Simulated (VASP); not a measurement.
# Ca in VASP: single point with PBE

Aim: the single point of Ca with PBE.

Program: VASP 6.6.1. These are calculated values, not measurements. Logs are shortened: lines on timing, memory, paths and dates and some standing lists are left out, and cuts for length are marked.

## 1. The cell of the first run

The cell holds a sheet with vacuum, 2 atoms: a = 3.815 Å, b = 3.815 Å, c = 29.170 Å, α = 90.00°, β = 90.00°, γ = 120.00°.

## 2. Single point, PBE

File INCAR:

```
SYSTEM = Ca
  PREC = Accurate
  ENCUT = 520
  EDIFF = 1E-6
  ISMEAR = 0
  SIGMA = 0.1
  LREAL = .False.
  LASPH = .True.
  NELM = 80
  ALGO = Normal
  ISIF = 2
  LWAVE = .False.
  LCHARG = .False.
  LDIPOL = .True.
  IDIPOL = 3
  DIPOL = 0.5 0.5 0.291
  GGA = PE
  NBANDS = 17
```

File KPOINTS:

```
Automatic mesh
0
Gamma
  18 18 1
  0 0 0
```

File POSCAR:

```
Ca
1.0
    3.8148481912     -0.0000003097      0.0000000000
   -1.9074238274      3.3037556000      0.0000000000
    0.0000000000      0.0000000000     29.1704496000
Ca
2
Direct
    0.0000000000      0.0000000000      0.2269119753
    0.0000000000      0.0000000000      0.3558695805
```

Potentials or basis: VASP PAW PBE potentials, release 64 (Ca_sv).

On the command line:

```
cat potpaw_PBE.64/Ca_sv/POTCAR > POTCAR
mpirun -np 1 vasp_std > vasp.out
```

OUTCAR:

```text
SYSTEM = Ca
   PREC = Accurate
   ENCUT = 520
   EDIFF = 1E-6
   ISMEAR = 0
   LREAL = .False.
   LASPH = .True.
   NELM = 80
   ISIF = 2
   GGA = PE

 ion  position               nearest neighbor table
   1  0.000  0.000  0.227-
   2  0.000  0.000  0.356-

  LATTYP: Found a hexagonal cell.
 ALAT       =     3.8148481912
 C/A-ratio  =     7.6465558098

  Lattice vectors:

 A1 = (   3.8148481912,  -0.0000003097,   0.0000000000)
 A2 = (  -1.9074238274,   3.3037556000,   0.0000000000)
 A3 = (   0.0000000000,   0.0000000000,  29.1704496000)

Analysis of symmetry for initial positions (statically):
=====================================================================
 Subroutine PRICEL returns:
 Original cell was already a primitive cell.

 Routine SETGRP: Setting up the symmetry group for a
 hexagonal supercell.

 Subroutine GETGRP returns: Found 24 space group operations
 (whereof 12 operations were pure point group operations)
 out of a pool of 24 trial point group operations.

The static configuration has the point symmetry C_6v.
 The point group associated with its full space group is D_6h.

Analysis of symmetry for dynamics (positions and initial velocities):
=====================================================================
 Subroutine PRICEL returns:
 Original cell was already a primitive cell.

 Routine SETGRP: Setting up the symmetry group for a
 hexagonal supercell.

 Subroutine GETGRP returns: Found 24 space group operations
 (whereof 12 operations were pure point group operations)
 out of a pool of 24 trial point group operations.

The dynamic configuration has the point symmetry C_6v.
 The point group associated with its full space group is D_6h.

 Subroutine INISYM returns: Found 24 space group operations
 (whereof 12 operations are pure point group operations),
 and found     1 'primitive' translations

----------------------------------------------------------------------------------------

                                     Primitive cell

  volume of cell :     367.6447

  direct lattice vectors                    reciprocal lattice vectors
     3.814848191 -0.000000310  0.000000000     0.262133641  0.151342900  0.000000000
    -1.907423827  3.303755600  0.000000000     0.000000025  0.302685842  0.000000000
     0.000000000  0.000000000 29.170449600     0.000000000  0.000000000  0.034281268

  length of vectors
     3.814848191  3.814848191 29.170449600     0.302685842  0.302685842  0.034281268

  position of ions in fractional coordinates (direct lattice)
     0.000000000  0.000000000  0.226911975
     0.000000000  0.000000000  0.355869580

  ion indices of the primitive-cell ions
   primitive index   ion index
                 1           1
                 2           2

----------------------------------------------------------------------------------------

 KPOINTS: Automatic mesh

Automatic generation of k-mesh.
 Grid dimensions read from file:
 generate k-points for:   18   18    1

 Generating k-lattice:

  Cartesian coordinates                     Fractional coordinates (reciprocal lattice)
     0.014562980  0.008407939  0.000000000     0.055555556  0.000000000  0.000000000
     0.000000001  0.016815880  0.000000000     0.000000000  0.055555556  0.000000000
     0.000000000  0.000000000  0.034281268     0.000000000  0.000000000  1.000000000

  Length of vectors
     0.016815880  0.016815880  0.034281268

  Shift w.r.t. Gamma in fractional coordinates (k-lattice)
     0.000000000  0.000000000  0.000000000

 Subroutine IBZKPT returns following result:
 ===========================================

 Found     37 irreducible k-points:

 Following reciprocal coordinates:
            Coordinates               Weight
  0.000000  0.000000  0.000000      1.000000
  0.055556  0.000000  0.000000      6.000000
  0.111111  0.000000  0.000000      6.000000
  0.166667  0.000000  0.000000      6.000000
  0.222222  0.000000  0.000000      6.000000
  0.277778  0.000000  0.000000      6.000000
[... 16 lines left out ...]
  0.333333  0.111111  0.000000     12.000000
  0.388889  0.111111  0.000000     12.000000
 [... further k-points ...]
   k-points           NKPTS =     37   k-points in BZ     NKDIM =     37   number of bands    NBANDS=     17
   number of dos      NEDOS =    301   number of ions     NIONS =      2
   total plane-waves  NPLWV = 175616
   dimension x,y,z NGX =    28 NGY =   28 NGZ =  224
   dimension x,y,z NGXF=    56 NGYF=   56 NGZF=  448
   ions per type =               2
   NGX,Y,Z   is equivalent  to a cutoff of  12.20, 12.20, 12.77 a.u.
   NGXF,Y,Z  is equivalent  to a cutoff of  24.40, 24.40, 25.53 a.u.
 SYSTEM =  Ca
   PREC   = accura    normal or accurate (medium, high low for compatibility)
   ISTART =      0    job   : 0-new  1-cont  2-samecut
   ICHARG =      2    charge: 1-file 2-atom 10-const
   ISPIN  =      1    spin polarized calculation?
   LNONCOLLINEAR =      F non collinear calculations
   LSORBIT =      F    spin-orbit coupling
   LASPH  =      T    aspherical Exc in radial PAW
   ENCUT  =  520.0 eV  38.22 Ry    6.18 a.u.   7.09  7.09 54.24*2*pi/ulx,y,z
   NELM   =     80;   NELMIN=  2; NELMDL= -5     # of ELM steps
   EDIFF  = 0.1E-05   stopping-criterion for ELM
   LREAL  =      F    real-space projection
   EDIFFG = 0.1E-04   stopping-criterion for IOM
   NSW    =      0    number of steps for IOM
   IBRION =     -1    ionic relax: 0-MD 1-quasi-New 2-CG
   NFREE  =      0    steps in history (QN), initial steepest desc. (CG)
   ISIF   =      2    stress and relaxation
   ISYM   =      2    0-nonsym 1-usesym 2-fastsym
   POTIM  = 0.5000    time-step for ionic-motion
   TEBEG  =    0.0;   TEEND  =   0.0 temperature during run
   PSTRESS=    0.0 pullay stress
   NELECT =      20.0000    total number of electrons
   NUPDOWN=      -1.0000    fix difference up-down
   EMIN   =  10.00;   EMAX   =-10.00  energy-range for DOS
   EFERMI =   0.00;   METHOD = LEGACY
   ISMEAR =     0;   SIGMA  =   0.10  broadening in eV -4-tet -1-fermi 0-gaus
   EFERMI_NEDOS =   21; number of points for ismear=-14 and -15
   IALGO  =     38    algorithm
   IMIX   =      4    mixing-type and parameters
     AMIX     =   0.40;   BMIX     =  1.00
     AMIX_MAG =   1.60;   BMIX_MAG =  1.00
  volume/ion in A,a.u.               =     183.82      1240.49
  Fermi-wavevector in a.u.,A,eV,Ry     =   0.620310  1.172216  5.235310  0.384784
  Thomas-Fermi vector in A             =   1.679416
   LORBIT       =      0    0 simple, 1 ext, 2 COOP (PROOUT), +10 PAW based schemes
   GGA     = PE    functional components
   LHFCALC =     F    Hartree Fock is set to
   AEXX    =    0.0000 exact exchange contribution
   IVDW    =     0    specifies the selected vdW correction
   LEPSILON=     F    determine dielectric tensor
   LRPA    =     F    only Hartree local field effects (RPA)
 non-spin polarized calculation
 Gauss-broadening in eV      SIGMA  =   0.10
  energy-cutoff  :      520.00
  volume of cell :      367.64
 maximum number of plane-waves:      9969
   NGX = 15   NGY = 15   NGZ =109

 dipolmoment           0.000000      0.000000     -0.000021 electrons x Angstroem

 number of electron      19.9999995 magnetization

 dipolmoment           0.000000      0.000000      0.000002 electrons x Angstroem

 Free energy of the ion-electron system (eV)
  ---------------------------------------------------
  ext. energy  EPLUGINS =         0.00000000
  ---------------------------------------------------
  free energy    TOTEN  =        -2.78401898 eV

  energy without entropy =       -2.75951359  energy(sigma->0) =       -2.77176629

 E-fermi :  -1.9035     XC(G=0):  -2.4163

 val. band max:       -1.9070107392   @ k =   0.2778   0.2222   0.0000
 cond. band min:      -1.9021288319   @ k =   0.3889   0.2222   0.0000
 fundamental gap:      0.0048819073
 Fermi energy:        -1.9034502269

 k-point     1 :       0.0000    0.0000    0.0000
  band No.  band energies     occupation
      1     -44.4359      2.00000
      2     -44.4323      2.00000
      3     -25.4971      2.00000
      4     -25.4454      2.00000
      5     -25.3140      2.00000
      6     -25.3140      2.00000
[... 9 lines left out ...]
     16       0.3218      0.00000
     17       0.3218      0.00000

 k-point     2 :       0.0556    0.0000    0.0000
  band No.  band energies     occupation
      1     -44.4356      2.00000
      2     -44.4319      2.00000
      3     -25.4966      2.00000
      4     -25.4449      2.00000
      5     -25.3181      2.00000
      6     -25.3150      2.00000
[... 9 lines left out ...]
     16       0.2730      0.00000
     17       0.3579      0.00000

 k-point     3 :       0.1111    0.0000    0.0000
  band No.  band energies     occupation
      1     -44.4345      2.00000
      2     -44.4308      2.00000
      3     -25.4950      2.00000
      4     -25.4435      2.00000
      5     -25.3296      2.00000
      6     -25.3253      2.00000
[... 9 lines left out ...]
     16       0.3459      0.00000
     17       0.4645      0.00000

 k-point     4 :       0.1667    0.0000    0.0000
  band No.  band energies     occupation
      1     -44.4329      2.00000
      2     -44.4292      2.00000
      3     -25.4925      2.00000
      4     -25.4414      2.00000
      5     -25.3473      2.00000
      6     -25.3427      2.00000
[... 9 lines left out ...]
     16       0.5195      0.00000
     17       0.6361      0.00000
[... 343 lines left out ...]
      1     -44.4262      2.00000
      2     -44.4227      2.00000
      3     -25.4823      2.00000
      4     -25.4327      2.00000
      5     -25.4124      2.00000
      6     -25.4067      2.00000
[... 9 lines left out ...]
     16       0.5053      0.00000
     17       0.7362      0.00000

 k-point    23 :       0.3333    0.1111    0.0000
  band No.  band energies     occupation
      1     -44.4247      2.00000
      2     -44.4211      2.00000
      3     -25.4799      2.00000
      4     -25.4307      2.00000
      5     -25.4273      2.00000
      6     -25.4214      2.00000
[... 9 lines left out ...]
     16       0.3897      0.00000
     17       0.6875      0.00000

 k-point    24 :       0.3889    0.1111    0.0000
  band No.  band energies     occupation
      1     -44.4237      2.00000
      2     -44.4201      2.00000
      3     -25.4784      2.00000
      4     -25.4370      2.00000
      5     -25.4311      2.00000
      6     -25.4293      2.00000
[... 9 lines left out ...]
     16       0.3073      0.00000
     17       0.6587      0.00000

 [... further k-points ...]

------------------------ aborting loop because EDIFF is reached ----------------------------------------

 vacuum level on the upper side and lower side of the slab       (xc-potential included)        -0.007        -0.006

  FORCE on cell =-STRESS in cart. coord.  units (eV):
  Direction    XX          YY          ZZ          XY          YZ          ZX
  --------------------------------------------------------------------------------------
  -------------------------------------------------------------------------------------
  Total        0.0770162      0.0770162     -0.1827454     -0.0000000      0.0000000      0.0000000
  in kB        0.3356328      0.3356328     -0.7963954     -0.0000000      0.0000000      0.0000000
  external PRESSURE =      -0.0417100 kB  Pullay stress =       0.0000000 kB

 VOLUME and BASIS-vectors are now :
 -----------------------------------------------------------------------------
  energy-cutoff  :      520.00
  volume of cell :      367.64
      direct lattice vectors                 reciprocal lattice vectors
     3.814848191 -0.000000310  0.000000000     0.262133641  0.151342900  0.000000000
    -1.907423827  3.303755600  0.000000000     0.000000025  0.302685842  0.000000000
     0.000000000  0.000000000 29.170449600     0.000000000  0.000000000  0.034281268

 POSITION                                       TOTAL-FORCE (eV/Angst)
 -----------------------------------------------------------------------------------
      0.00000      0.00000      6.61912         0.000000      0.000000      0.044625
      0.00000      0.00000     10.38088        -0.000000     -0.000000     -0.044625
 -----------------------------------------------------------------------------------
    total drift:                               -0.000000     -0.000000      0.000012

  FREE ENERGIE OF THE ION-ELECTRON SYSTEM (eV)
  ---------------------------------------------------
  free  energy   TOTEN  =        -2.7840189768 eV

  energy  without entropy=       -2.7595135942  energy(sigma->0) =       -2.77176629

 vacuum level on the upper side and lower side of the slab         1.292         1.292
```

It took 3.2 min on 1 thread of AMD EPYC 9R45 (Zen 5), shared host; peak memory 0.52 GiB.

What came out:

| Quantity | Value |
| --- | --- |
| Free energy | -2.7840 eV |
| Largest force | 0.045 eV/Å |
| Band gap on the k mesh | zero (band 10 reaches -1.54 eV, above the bottom of band 11 at -2.19 eV) |

Forces in eV/Å, atoms in the order of the input:
```
Ca   0.000  0.000  0.045
Ca   0.000  0.000 -0.045
```
